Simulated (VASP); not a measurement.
Set up this calculation in VASP 6.6.1, as the native input.

```yaml
Task: electric field gradients
Functional: r2SCAN
Potentials_or_basis: VASP PAW PBE potentials, release 64 (Cu)
Cutoff: 520 eV
k_mesh: 18 × 18 × 18
Occupations: fermi-dirac, width 0.05 eV
Spin: no spin polarisation
Dipole_correction: no
Further_INCAR_settings: ALGO = Normal; EDIFF = 1e-08; NBANDS = 12
```

The system is Cu.

```
Cu
1.0
    -1.41359    1.41359    1.34823
     1.41359   -1.41359    1.34823
     1.41359    1.41359   -1.34823
Cu
1
Cartesian
  0.0000 0.0000 0.0000
```

This cell differs from its parent crystal: volume scaled by 0.9405.

These files were run (other wordings do the same):

POSCAR

```
Cu
1.0
   -1.4135908418      1.4135908418      1.3482292359
    1.4135908418     -1.4135908418      1.3482292359
    1.4135908418      1.4135908418     -1.3482292359
Cu
1
Direct
    0.0000000000      0.0000000000      0.0000000000
```

INCAR.step1

```
SYSTEM = Cu
ALGO = Normal
EDIFF = 1E-4
ENCUT = 520
GGA = PE
ISMEAR = -1
LASPH = .True.
LCHARG = .False.
LREAL = .False.
LWAVE = .True.
NBANDS = 12
NELM = 100
PREC = Accurate
SIGMA = 0.05
```

INCAR.step2

```
SYSTEM = Cu
ALGO = Normal
EDIFF = 1E-8
ENCUT = 520
ISIF = 2
ISMEAR = -1
ISTART = 1
LASPH = .True.
LCHARG = .False.
LEFG = .True.
LMIXTAU = .True.
LREAL = .False.
LWAVE = .False.
METAGGA = R2SCAN
NBANDS = 12
NELM = 100
PREC = Accurate
SIGMA = 0.05
```

KPOINTS

```
k-points
0
Gamma
  18 18 18
  0 0 0
```

Potentials or basis: VASP PAW PBE potentials, release 64 (Cu).

Run with:

```bash
$ cat potpaw_PBE.64/Cu/POTCAR > POTCAR
$ cp INCAR.step1 INCAR
$ mpirun -np 1 vasp_std > vasp.out
$ cp INCAR.step2 INCAR
$ mpirun -np 1 vasp_std > vasp.out
```

It gave:

```json
{"Pressure": "12.6 GPa"}
```

Caveat: without QUAD_EFG the Cq values of the log hold for a quadrupole moment of 1 mb, not for the nuclei; the PAW data sets were made with another functional, which shifts forces and pressure a little.

It took 2.8 min on 1 thread of Intel(R) Xeon(R) Platinum 8488C (Sapphire Rapids), with other jobs on the host, peak memory 0.17 GiB.
